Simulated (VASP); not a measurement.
Crystal: B.

```
B
1.0
     1.69949    0.00000    0.00000
    -0.84975    1.47181    0.00000
     0.00000    0.00000    8.00775
B
2
Direct
  0.33333 0.66667 0.25000
  0.66667 0.33333 0.75000
```

This isn't the form of B at room conditions, which is rhombohedral.

| Property | Result |
| --- | --- |
| Program | VASP 6.6.1 |
| Task | relaxation of cell and atoms |
| Functional | r2SCAN |
| Potentials or basis | VASP PAW PBE potentials, release 64 (B) |
| Cutoff | 550 eV |
| k mesh | 36 × 36 × 8 |
| Occupations | gaussian, width 0.1 eV |
| Spin | no spin polarisation |

At the start: pressure 1.7 GPa; volume 10.01 Å³/atom.

Task: How do energy, volume and symmetry change on relaxing?

Result: Over 11 steps the energy falls by 5.1 meV/atom and the volume is 9.32 Å³/atom (-6.9 %); space group P6_3/mmc (No. 194, to 0.1 Å) before and after.

The path:
```csv
step,energy change (eV),largest force (eV/Å),pressure (GPa),volume (Å³)
1,0.0000,0.0000,1.74,20.03
2,0.0006,0.0000,-3.31,20.35
3,-0.0021,0.0000,-0.67,20.18
4,-0.0028,0.0000,-0.66,20.09
5,-0.0049,0.0000,-0.61,19.84
6,-0.0083,0.0000,-0.48,19.33
7,-0.0096,0.0000,-0.21,18.32
8,-0.0101,0.0000,-0.32,18.72
9,-0.0101,0.0000,-0.31,18.67
10,-0.0082,0.0000,2.52,18.47
11,-0.0102,0.0000,0.00,18.65
```

Final structure:
```
B
1.0
     1.70630    0.00000    0.00000
    -0.85315    1.47770    0.00000
     0.00000    0.00000    7.39564
B
2
Cartesian
  0.0000 0.9851 1.8489
  0.8531 0.4926 5.5467
```

Caveat: the PAW data sets were made with another functional, which shifts forces and pressure a little.
